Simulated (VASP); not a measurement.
Wanted: the native input for a VASP 6.6.1 run.

- Task: relaxation of cell and atoms
- Functional: LDA
- Potentials or basis: VASP PAW LDA potentials, release 64 (W_sv)
- Cutoff: 600 eV
- k mesh: 18 × 18 × 18
- Occupations: gaussian, width 0.1 eV
- Spin: no spin polarisation
- Dipole correction: no
- Further INCAR settings: ALGO = Normal; EDIFF = 1e-06; IBRION = 2; EDIFFG = -0.005; NSW = 100; ISIF = 3

The structure of W lies in POSCAR:

```
W
1.0
    0.0000000000      1.9862702909      1.9862702909
    1.9862702909      0.0000000000      1.9862702909
    1.9862702909      1.9862702909      0.0000000000
W
1
Direct
    0.0000000000      0.0000000000      0.0000000000
```

One way to write it, as run:

INCAR

```
SYSTEM = W
PREC     = Accurate       ! precision mode
ENCUT    = 600            ! plane-wave cutoff, eV
EDIFF    = 1E-6           ! SCF threshold, eV
ISMEAR   = 0              ! smearing method
SIGMA    = 0.1            ! smearing width, eV
LREAL    = .False.        ! projectors in reciprocal space
LASPH    = .True.         ! aspherical terms in the spheres
NELM     = 80             ! most SCF steps
ALGO     = Normal         ! electronic algorithm
ISIF     = 3              ! what is computed and relaxed
LWAVE    = .False.        ! write WAVECAR
LCHARG   = .False.        ! write CHGCAR
IBRION   = 2              ! ionic algorithm
NSW      = 100            ! ionic steps
EDIFFG   = -0.005         ! ionic threshold
```

KPOINTS

```
Automatic mesh
0
Gamma
  18 18 18
  0 0 0
```

Potentials or basis: VASP PAW LDA potentials, release 64 (W_sv).

Run with:

```console
$ cat potpaw_LDA.64/W_sv/POTCAR > POTCAR
$ mpirun -np 1 vasp_std > vasp.out
```

It gave:

| Property | Result |
| --- | --- |
| Relaxed volume | 15.77 Å³/atom |
| Relaxed cell | a = 2.815 Å, b = 2.815 Å, c = 2.815 Å, α = 60.00°, β = 60.00°, γ = 60.00° |
| Space group after relaxing (to 0.05 Å) | Fm-3m (No. 225) |
| Energy gained by relaxing | 0.6 meV/atom |
| Ionic steps | 3 |
| Pressure after relaxing | 0.0 GPa |
| Band gap on the k mesh | zero (band 7 reaches 14.35 eV, above the bottom of band 8 at 10.28 eV) |

Caveat: spin-orbit coupling is left out, which moves the levels of the heavy elements.

It took 38 s on 1 thread of Intel Xeon 6975P-C, on a shared host, peak memory 0.17 GiB.
